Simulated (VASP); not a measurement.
Input of a VASP 6.6.1 run:

The input POSCAR:

```
Sb
1.0
   -1.9080431628      1.9080431628      1.9080431628
    1.9080431628     -1.9080431628      1.9080431628
    1.9080431628      1.9080431628     -1.9080431628
Sb
1
Direct
    0.0000000000      0.0000000000      0.0000000000
```

File INCAR.step1:

```
SYSTEM = Sb
ALGO = Normal ; EDIFF = 1E-5
ENCUT = 400 ; GGA = PE
GGA_COMPAT = .FALSE. ; ISIF = 2
ISMEAR = -1 ; LASPH = .TRUE.
LCHARG = .FALSE. ; LREAL = .FALSE.
LWAVE = .TRUE. ; NBANDS = 14
NELM = 120 ; PREC = Accurate
SIGMA = 0.05
```

Contents of INCAR.step2:

```
SYSTEM = Sb
AEXX = 0.25 ; ALGO = Normal
EDIFF = 1E-6 ; ENCUT = 400
GGA = PE ; GGA_COMPAT = .FALSE.
ISIF = 2 ; ISMEAR = -1
ISTART = 1 ; LASPH = .TRUE.
LCHARG = .FALSE. ; LHFCALC = .TRUE.
LREAL = .FALSE. ; LWAVE = .FALSE.
NBANDS = 14 ; NELM = 120
PREC = Accurate ; PRECFOCK = Normal
SIGMA = 0.05
```

The input KPOINTS:

```
k-points
0
G
  6 6 6
  0 0 0
```

Potentials or basis: VASP PAW PBE potentials, release 64 (Sb_d_GW).

Launch:

```bash
$ cat potpaw_PBE.64/Sb_d_GW/POTCAR > POTCAR
$ cp INCAR.step1 INCAR
$ mpirun -np 1 vasp_std > vasp.out
$ cp INCAR.step2 INCAR
$ mpirun -np 1 vasp_std > vasp.out
```

Task: What does it give for the pressure?

Result: -2.3 GPa.

Caveat: the k points lie up to 0.39 Å⁻¹ apart; the PAW data sets were made with another functional, which shifts forces and pressure a little.
